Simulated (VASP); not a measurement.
# Al2O3 (P-3m1) in VASP: a series of runs

Al2O3 is run at these levels: r2SCAN+D3(BJ); tasks: single point.

Program: VASP 6.6.1. These are calculated values, not measurements. Logs are shortened: lines on timing, memory, paths and dates and some standing lists are left out, and cuts for length are marked.

**1. The cell of the first run**

Symmetry: P-3m1, No. 164, trigonal system. Conventional cell: a = 2.966 Å, b = 2.966 Å, c = 7.446 Å, α = 90.00°, β = 90.00°, γ = 120.00°. Al (site symmetry 3m) has 4 O at 1.65 to 1.81 Å within 2.2 Å. Within 2.4 Å of O (site symmetry 3m) lie 3 Al at 1.81 Å. O (site symmetry -3m) has 2 Al at 1.65 Å within 2.2 Å.

**2. Single point, r2SCAN+D3(BJ)**

The input, POSCAR:

```
Al2O3
1.0
    2.9663293382      0.0000000000      0.0000000000
   -1.4831641776      2.5689166282      0.0000000000
    0.0000000000      0.0000000000      7.4462275323
Al O
2 3
Direct
    0.0000000000      0.0000000000      0.2779510000
    0.0000000000      0.0000000000      0.7220490000
    0.3333333333      0.6666666667      0.1994540000
    0.6666666667      0.3333333333      0.8005460000
    0.0000000000      0.0000000000      0.5000000000
```

The input, INCAR.step1:

```
  PREC = Accurate
  ENCUT = 520
  ISMEAR = -1
  SIGMA = 0.01
  LREAL = F
  LASPH = T
  NELM = 100
  NBANDS = 20
  GGA = PE
  ALGO = Normal
  EDIFF = 1E-4
  LWAVE = T
  LCHARG = F
```

The input, INCAR.step2:

```
  PREC = Accurate
  ENCUT = 520
  EDIFF = 1E-6
  ISMEAR = -1
  SIGMA = 0.01
  LREAL = F
  LASPH = T
  NELM = 100
  ALGO = Normal
  ISIF = 2
  LWAVE = F
  LCHARG = T
  METAGGA = R2SCAN
  LMIXTAU = T
  IVDW = 12
  VDW_S6 = 1.0
  VDW_S8 = 0.78981345
  VDW_A1 = 0.49484001
  VDW_A2 = 5.73083694
  LELF = T
  LVHAR = T
  NBANDS = 20
  ISTART = 1
```

The input, KPOINTS:

```
Automatic mesh
0
Gamma
  12 12 4
```

Potentials or basis: VASP PAW PBE potentials, release 64 (Al, O).

Started as:

```console
cat potpaw_PBE.64/Al/POTCAR potpaw_PBE.64/O/POTCAR > POTCAR
cp INCAR.step1 INCAR
mpirun -np 1 vasp_std > vasp.out
cp INCAR.step2 INCAR
mpirun -np 1 vasp_std > vasp.out
```

OUTCAR:

```text
PREC = Accurate
   ENCUT = 520
   EDIFF = 1E-6
   ISMEAR = -1
   LREAL = F
   LASPH = T
   NELM = 100
   ISIF = 2
   METAGGA = R2SCAN
   IVDW = 12
   ISTART = 1
 IVDW          = 12

 ion  position               nearest neighbor table
   1  0.000  0.000  0.278-   5 1.65   3 1.81   3 1.81   3 1.81   2 3.31
   2  0.000  0.000  0.722-   5 1.65   4 1.81   4 1.81   4 1.81   1 3.31
   3  0.333  0.667  0.199-   1 1.81   1 1.81   1 1.81
   4  0.667  0.333  0.801-   2 1.81   2 1.81   2 1.81
   5  0.000  0.000  0.500-   1 1.65   2 1.65

  LATTYP: Found a hexagonal cell.
 ALAT       =     2.9663293382
 C/A-ratio  =     2.5102497678

  Lattice vectors:

 A1 = (   2.9663293382,   0.0000000000,   0.0000000000)
 A2 = (  -1.4831641776,   2.5689166282,   0.0000000000)
 A3 = (   0.0000000000,   0.0000000000,   7.4462275323)

Analysis of symmetry for initial positions (statically):
=====================================================================
 Subroutine PRICEL returns:
 Original cell was already a primitive cell.

 Routine SETGRP: Setting up the symmetry group for a
 hexagonal supercell.

 Subroutine GETGRP returns: Found 12 space group operations
 (whereof 12 operations were pure point group operations)
 out of a pool of 24 trial point group operations.

The static configuration has the point symmetry D_3d.

Analysis of symmetry for dynamics (positions and initial velocities):
=====================================================================
 Subroutine PRICEL returns:
 Original cell was already a primitive cell.

 Routine SETGRP: Setting up the symmetry group for a
 hexagonal supercell.

 Subroutine GETGRP returns: Found 12 space group operations
 (whereof 12 operations were pure point group operations)
 out of a pool of 24 trial point group operations.

The dynamic configuration has the point symmetry D_3d.

 Subroutine INISYM returns: Found 12 space group operations
 (whereof 12 operations are pure point group operations),
 and found     1 'primitive' translations

----------------------------------------------------------------------------------------

                                     Primitive cell

  volume of cell :      56.7421

  direct lattice vectors                    reciprocal lattice vectors
     2.966329338  0.000000000  0.000000000     0.337116984  0.194634512  0.000000000
    -1.483164178  2.568916628  0.000000000     0.000000000  0.389269153  0.000000000
     0.000000000  0.000000000  7.446227532     0.000000000  0.000000000  0.134296192

  length of vectors
     2.966329338  2.966329149  7.446227532     0.389269128  0.389269153  0.134296192

  position of ions in fractional coordinates (direct lattice)
     0.000000000  0.000000000  0.277951000
     0.000000000  0.000000000  0.722049000
     0.333333333  0.666666667  0.199454000
     0.666666667  0.333333333  0.800546000
     0.000000000  0.000000000  0.500000000

  ion indices of the primitive-cell ions
   primitive index   ion index
                 1           1
                 2           2
                 3           3
                 4           4
                 5           5

----------------------------------------------------------------------------------------

 KPOINTS: Automatic mesh

Automatic generation of k-mesh.
 Grid dimensions read from file:
 generate k-points for:   12   12    4

 Generating k-lattice:

  Cartesian coordinates                     Fractional coordinates (reciprocal lattice)
     0.028093082  0.016219543  0.000000000     0.083333333 -0.000000000  0.000000000
     0.000000000  0.032439096  0.000000000     0.000000000  0.083333333  0.000000000
     0.000000000  0.000000000  0.033574048     0.000000000  0.000000000  0.250000000

  Length of vectors
     0.032439094  0.032439096  0.033574048

  Shift w.r.t. Gamma in fractional coordinates (k-lattice)
     0.000000000  0.000000000  0.000000000

 Subroutine IBZKPT returns following result:
 ===========================================

 Found     69 irreducible k-points:

 Following reciprocal coordinates:
            Coordinates               Weight
  0.000000  0.000000  0.000000      1.000000
  0.083333  0.000000  0.000000      6.000000
  0.166667  0.000000  0.000000      6.000000
  0.250000  0.000000  0.000000      6.000000
  0.333333  0.000000  0.000000      6.000000
  0.416667  0.000000  0.000000      6.000000
[... 16 lines left out ...]
  0.166667  0.000000  0.250000      6.000000
  0.000000  0.166667  0.250000      6.000000
 [... further k-points ...]
   k-points           NKPTS =     69   k-points in BZ     NKDIM =     69   number of bands    NBANDS=     20
   number of dos      NEDOS =    301   number of ions     NIONS =      5
   total plane-waves  NPLWV =  32256
   dimension x,y,z NGX =    24 NGY =   24 NGZ =   56
   dimension x,y,z NGXF=    48 NGYF=   48 NGZF=  112
   ions per type =               2   3
   NGX,Y,Z   is equivalent  to a cutoff of  13.45, 13.45, 12.50 a.u.
   NGXF,Y,Z  is equivalent  to a cutoff of  26.90, 26.90, 25.01 a.u.
 SYSTEM =  unknown system
   PREC   = accura    normal or accurate (medium, high low for compatibility)
   ISTART =      1    job   : 0-new  1-cont  2-samecut
   ICHARG =      0    charge: 1-file 2-atom 10-const
   ISPIN  =      1    spin polarized calculation?
   LNONCOLLINEAR =      F non collinear calculations
   LSORBIT =      F    spin-orbit coupling
   LASPH  =      T    aspherical Exc in radial PAW
   ENCUT  =  520.0 eV  38.22 Ry    6.18 a.u.   5.52  5.52 13.85*2*pi/ulx,y,z
   NELM   =    100;   NELMIN=  2; NELMDL=  0     # of ELM steps
   EDIFF  = 0.1E-05   stopping-criterion for ELM
   LREAL  =      F    real-space projection
   EDIFFG = 0.1E-04   stopping-criterion for IOM
   NSW    =      0    number of steps for IOM
   IBRION =     -1    ionic relax: 0-MD 1-quasi-New 2-CG
   NFREE  =      0    steps in history (QN), initial steepest desc. (CG)
   ISIF   =      2    stress and relaxation
   ISYM   =      2    0-nonsym 1-usesym 2-fastsym
   POTIM  = 0.5000    time-step for ionic-motion
   TEBEG  =    0.0;   TEEND  =   0.0 temperature during run
   PSTRESS=    0.0 pullay stress
   NELECT =      24.0000    total number of electrons
   NUPDOWN=      -1.0000    fix difference up-down
   EMIN   =  10.00;   EMAX   =-10.00  energy-range for DOS
   EFERMI =   0.00;   METHOD = LEGACY
   ISMEAR =    -1;   SIGMA  =   0.01  broadening in eV -4-tet -1-fermi 0-gaus
   EFERMI_NEDOS =   21; number of points for ismear=-14 and -15
   IALGO  =     38    algorithm
   IMIX   =      4    mixing-type and parameters
     AMIX     =   0.40;   BMIX     =  1.00
     AMIX_MAG =   1.60;   BMIX_MAG =  1.00
  volume/ion in A,a.u.               =      11.35        76.58
  Fermi-wavevector in a.u.,A,eV,Ry     =   1.228882  2.322249 20.546836  1.510150
  Thomas-Fermi vector in A             =   2.363790
   LORBIT       =      0    0 simple, 1 ext, 2 COOP (PROOUT), +10 PAW based schemes
   METAGGA = R2SCAN    functional components
   LHFCALC =     F    Hartree Fock is set to
   AEXX    =    0.0000 exact exchange contribution
   IVDW    =    12    specifies the selected vdW correction
   LEPSILON=     F    determine dielectric tensor
   LRPA    =     F    only Hartree local field effects (RPA)
 non-spin polarized calculation
  energy-cutoff  :      520.00
  volume of cell :       56.74
 maximum number of plane-waves:      1600
 NGX is ok and might be reduce to    24
   NGX = 11   NGY = 11   NGZ = 27

 number of electron      24.0000003 magnetization

 Free energy of the ion-electron system (eV)
  ---------------------------------------------------
  ext. energy  EPLUGINS =         0.00000000
  ---------------------------------------------------
  free energy    TOTEN  =       -46.63429722 eV

  energy without entropy =      -46.63429722  energy(sigma->0) =      -46.63429722

 E-fermi :   4.1434     XC(G=0): -10.3915

 val. band max:        3.8902894483   @ k =   0.0000   0.0000   0.0000
 cond. band min:       7.2290424970   @ k =   0.0000   0.0000   0.0000
 fundamental gap:      3.3387530487
 Fermi energy:         4.1433689240

 k-point     1 :       0.0000    0.0000    0.0000
  band No.  band energies     occupation
      1     -17.0176      2.00000
      2     -16.8079      2.00000
      3     -14.1201      2.00000
      4      -2.1470      2.00000
      5      -0.8866      2.00000
      6      -0.0255      2.00000
[... 12 lines left out ...]
     19      17.4490      0.00000
     20      17.7916      0.00000

 k-point     2 :       0.0833    0.0000    0.0000
  band No.  band energies     occupation
      1     -16.9603      2.00000
      2     -16.7576      2.00000
      3     -14.0886      2.00000
      4      -2.1162      2.00000
      5      -0.8597      2.00000
      6      -0.2911      2.00000
[... 12 lines left out ...]
     19      17.5122      0.00000
     20      17.6296      0.00000

 k-point     3 :       0.1667    0.0000    0.0000
  band No.  band energies     occupation
      1     -16.7990      2.00000
      2     -16.6168      2.00000
      3     -14.0019      2.00000
      4      -2.1138      2.00000
      5      -1.1103      2.00000
      6      -0.7689      2.00000
[... 12 lines left out ...]
     19      17.4230      0.00000
     20      18.0784      0.00000

 k-point     4 :       0.2500    0.0000    0.0000
  band No.  band energies     occupation
      1     -16.5653      2.00000
      2     -16.4166      2.00000
      3     -13.8824      2.00000
      4      -2.4436      2.00000
      5      -1.9285      2.00000
      6      -0.9593      2.00000
[... 429 lines left out ...]
 k-point    23 :       0.1667    0.0000    0.2500
  band No.  band energies     occupation
      1     -16.7746      2.00000
      2     -16.6442      2.00000
      3     -13.9979      2.00000
      4      -2.1598      2.00000
      5      -1.0986      2.00000
      6      -0.9399      2.00000
[... 12 lines left out ...]
     19      17.6613      0.00000
     20      18.0048      0.00000

 k-point    24 :       0.0000    0.1667    0.2500
  band No.  band energies     occupation
      1     -16.7733      2.00000
      2     -16.6457      2.00000
      3     -13.9976      2.00000
      4      -2.1755      2.00000
      5      -1.1195      2.00000
      6      -0.9456      2.00000
[... 12 lines left out ...]
     19      17.9647      0.00000
     20      18.0914      0.00000

 [... further k-points ...]

------------------------ aborting loop because EDIFF is reached ----------------------------------------

 Edisp (eV)   -0.41745

 E8    (eV) :    -0.1210

  FORCE on cell =-STRESS in cart. coord.  units (eV):
  Direction    XX          YY          ZZ          XY          YZ          ZX
  --------------------------------------------------------------------------------------
  -------------------------------------------------------------------------------------
  Total       0.56662     0.56662     1.27770     0.00000     0.00000    -0.00000
  in kB      15.99907    15.99907    36.07717     0.00000     0.00000    -0.00000
  external pressure =       22.69 kB  Pullay stress =        0.00 kB

 VOLUME and BASIS-vectors are now :
 -----------------------------------------------------------------------------
  energy-cutoff  :      520.00
  volume of cell :       56.74
      direct lattice vectors                 reciprocal lattice vectors
     2.966329338  0.000000000  0.000000000     0.337116984  0.194634512  0.000000000
    -1.483164178  2.568916628  0.000000000     0.000000000  0.389269153  0.000000000
     0.000000000  0.000000000  7.446227532     0.000000000  0.000000000  0.134296192

 POSITION                                       TOTAL-FORCE (eV/Angst)
 -----------------------------------------------------------------------------------
      0.00000      0.00000      2.06969         0.000000      0.000000     -0.422177
      0.00000      0.00000      5.37654        -0.000000     -0.000000      0.422177
      0.00000      1.71261      1.48518         0.000000      0.000000     -0.027264
      1.48316      0.85631      5.96105        -0.000000      0.000000      0.027264
      0.00000      0.00000      3.72311        -0.000000      0.000000      0.000000
 -----------------------------------------------------------------------------------
    total drift:                                0.000000      0.000000      0.000000

  FREE ENERGIE OF THE ION-ELECTRON SYSTEM (eV)
  ---------------------------------------------------
  free  energy   TOTEN  =       -47.0517484223 eV

  energy  without entropy=      -47.0517484223  energy(sigma->0) =      -47.05174842
```

Wall time 1.7 min (1 thread of Intel Xeon 6975P-C (Granite Rapids), shared host); peak memory 0.21 GiB.

What came out:

| Property | Result |
| --- | --- |
| Free energy | -47.0517 eV |
| Pressure | 2.3 GPa |
| Largest force | 0.422 eV/Å |
| Band gap on the k mesh | 3.34 eV, direct |
| Dispersion energy per atom | -0.083 eV |

Forces in eV/Å, atoms in the order of the input:
```
Al   0.000  0.000 -0.422
Al   0.000  0.000  0.422
O    0.000  0.000 -0.027
O    0.000  0.000  0.027
O    0.000  0.000  0.000
```

Levels at points of the mesh, in eV from the valence-band top:
| k point | band 8 | band 9 | band 10 | band 11 | band 12 | band 13 | band 14 | band 15 | band 16 | band 17 |
| --- | --- | --- | --- | --- | --- | --- | --- | --- | --- | --- |
| (0.00, 0.00, 0.00) | -3.90 | -3.90 | -2.48 | 0.00 | 0.00 | 3.34 | 5.51 | 8.43 | 11.81 | 11.90 |
| (0.50, 0.00, 0.00) | -4.49 | -3.70 | -3.30 | -1.90 | -0.54 | 5.43 | 7.27 | 9.35 | 10.33 | 10.89 |
| (0.00, 0.00, 0.50) | -3.89 | -3.84 | -3.27 | 0.00 | 0.00 | 4.26 | 4.50 | 9.35 | 9.86 | 13.41 |
| (0.50, 0.00, 0.50) | -4.54 | -3.60 | -3.55 | -1.82 | -0.53 | 5.98 | 6.51 | 9.44 | 9.75 | 11.88 |

Caveat: the PAW data sets were made with another functional, which shifts forces and pressure a little. r2SCAN opens gaps a little over a GGA but as a rule still falls short of measured ones.

**3. Single point, r2SCAN+D3(BJ)**

This run uses another cell than the first one, of 11.71 Å³/atom, 1.032 times its volume.

Changes to POSCAR since step 2:

```diff
@@ -2,5 +2,5 @@
 1.0
-    2.9663293382      0.0000000000      0.0000000000
-   -1.4831641776      2.5689166282      0.0000000000
-    0.0000000000      0.0000000000      7.4462275323
+    2.9972308260      0.0000000000      0.0000000000
+   -1.4986149164      2.5956781024      0.0000000000
+    0.0000000000      0.0000000000      7.5237979850
 Al O
```

The input, INCAR.step1:

```
SYSTEM = Al2O3
ALGO = Normal
EDIFF = 1E-4
ENCUT = 520
GGA = PE
ISMEAR = -1
LASPH = .True.
LCHARG = .False.
LREAL = .False.
LWAVE = .True.
NBANDS = 20
NELM = 60
PREC = Accurate
SIGMA = 0.01
```

The input, INCAR.step2:

```
SYSTEM = Al2O3
ALGO = Normal
EDIFF = 1E-7
ENCUT = 520
ISIF = 2
ISMEAR = -1
ISTART = 1
IVDW = 12
LASPH = .True.
LCHARG = .False.
LMIXTAU = .True.
LREAL = .False.
LWAVE = .False.
METAGGA = R2SCAN
NBANDS = 20
NELM = 60
PREC = Accurate
SIGMA = 0.01
VDW_A1 = 0.49484001
VDW_A2 = 5.73083694
VDW_S6 = 1.0
VDW_S8 = 0.78981345
```

The input, KPOINTS:

```
k-points
0
Gamma
  12 12 4
  0 0 0
```

Potentials or basis: VASP PAW PBE potentials, release 64 (Al, O).

Started as:

```console
cat potpaw_PBE.64/Al/POTCAR potpaw_PBE.64/O/POTCAR > POTCAR
cp INCAR.step1 INCAR
mpirun -np 1 vasp_std > vasp.out
cp INCAR.step2 INCAR
mpirun -np 1 vasp_std > vasp.out
```

It took 2 min on 1 thread of Intel Xeon 6975P-C (Granite Rapids), shared host; peak memory 0.21 GiB.

Results (log left out):

```
Free energy                : -47.0471 eV
Pressure                   : -3.4 GPa
Largest force              : 0.248 eV/Å
Band gap on the k mesh     : 3.10 eV, direct
Dispersion energy per atom : -0.081 eV
```

Forces on the atoms (eV/Å):
```
Al   0.000  0.000 -0.097
Al   0.000  0.000  0.097
O    0.000  0.000  0.248
O    0.000  0.000 -0.248
O    0.000  0.000  0.000
```

Stress tensor (GPa, compression positive):
```
-3.53  0.00  0.00
 0.00 -3.53  0.00
 0.00  0.00 -3.02
```

Levels at points of the mesh, in eV from the valence-band top:
| k point | band 10 | band 11 | band 12 | band 13 | band 14 | band 15 |
| --- | --- | --- | --- | --- | --- | --- |
| (0.00, 0.00, 0.00) | -2.45 | 0.00 | 0.00 | 3.10 | 5.22 | 8.22 |
| (0.50, 0.00, 0.00) | -3.25 | -1.84 | -0.51 | 5.35 | 7.09 | 9.13 |
| (0.00, 0.00, 0.50) | -3.21 | 0.00 | 0.00 | 4.03 | 4.23 | 9.12 |
| (0.50, 0.00, 0.50) | -3.49 | -1.77 | -0.51 | 5.86 | 6.38 | 9.16 |

Caveat: the PAW data sets were made with another functional, which shifts forces and pressure a little.

**4. Single point, r2SCAN+D3(BJ)**

This run uses another cell than the first one, of 12.07 Å³/atom, 1.063 times its volume.

Changes to POSCAR since step 3:

```diff
@@ -2,5 +2,5 @@
 1.0
-    2.9972308260      0.0000000000      0.0000000000
-   -1.4986149164      2.5956781024      0.0000000000
-    0.0000000000      0.0000000000      7.5237979850
+    3.0275079341      0.0000000000      0.0000000000
+   -1.5137534654      2.6218988478      0.0000000000
+    0.0000000000      0.0000000000      7.5998010885
 Al O
```

The input, INCAR.step1:

```
SYSTEM = Al2O3
PREC = Accurate ; ENCUT = 520
ISMEAR = -1 ; SIGMA = 0.01
LREAL = .FALSE. ; LASPH = .TRUE.
NELM = 60 ; NBANDS = 20
GGA = PE ; ALGO = Normal
EDIFF = 1E-4 ; LWAVE = .TRUE.
LCHARG = .FALSE.
```

The input, INCAR.step2:

```
SYSTEM = Al2O3
PREC = Accurate ; ENCUT = 520
EDIFF = 1E-6 ; ISMEAR = -1
SIGMA = 0.01 ; LREAL = .FALSE.
LASPH = .TRUE. ; NELM = 60
ALGO = Normal ; ISIF = 2
LWAVE = .FALSE. ; LCHARG = .TRUE.
METAGGA = R2SCAN ; LMIXTAU = .TRUE.
IVDW = 12 ; VDW_S6 = 1.0
VDW_S8 = 0.78981345 ; VDW_A1 = 0.49484001
VDW_A2 = 5.73083694 ; LELF = .TRUE.
LVHAR = .TRUE. ; NBANDS = 20
ISTART = 1
```

The input, KPOINTS:

```
Automatic mesh
0
G
  12 12 4
  0 0 0
```

Started as:

```console
cat potpaw_PBE.64/Al/POTCAR potpaw_PBE.64/O/POTCAR > POTCAR
cp INCAR.step1 INCAR
mpirun -np 1 vasp_std > vasp.out
cp INCAR.step2 INCAR
mpirun -np 1 vasp_std > vasp.out
```

Wall time 1.9 min (1 thread of Intel Xeon 6975P-C (Granite Rapids), shared host); peak memory 0.22 GiB.

Results (log left out):

```yaml
Free_energy: -46.9839 eV
Pressure: -8.2 GPa
Largest_force: 0.493 eV/Å
Band_gap_on_the_k_mesh: 2.88 eV, direct
Dispersion_energy_per_atom: -0.078 eV
```

Forces in eV/Å, atoms in the order of the input:
```
Al   0.000  0.000  0.195
Al   0.000  0.000 -0.195
O    0.000  0.000  0.493
O    0.000  0.000 -0.493
O    0.000  0.000  0.000
```

Stress tensor (GPa, compression positive):
```
-7.93  0.00  0.00
 0.00 -7.93  0.00
 0.00  0.00 -8.69
```

Levels at points of the mesh, in eV from the valence-band top:
```csv
k point,band 10,band 11,band 12,band 13,band 14,band 15
"(0.00, 0.00, 0.00)",-2.43,0.00,0.00,2.88,4.95,8.02
"(0.50, 0.00, 0.00)",-3.20,-1.79,-0.49,5.26,6.92,8.91
"(0.00, 0.00, 0.50)",-3.16,0.00,0.00,3.81,3.97,8.89
"(0.50, 0.00, 0.50)",-3.43,-1.73,-0.48,5.75,6.26,8.88
```

Caveat: the PAW data sets were made with another functional, which shifts forces and pressure a little.

[end of part 1 of 2]
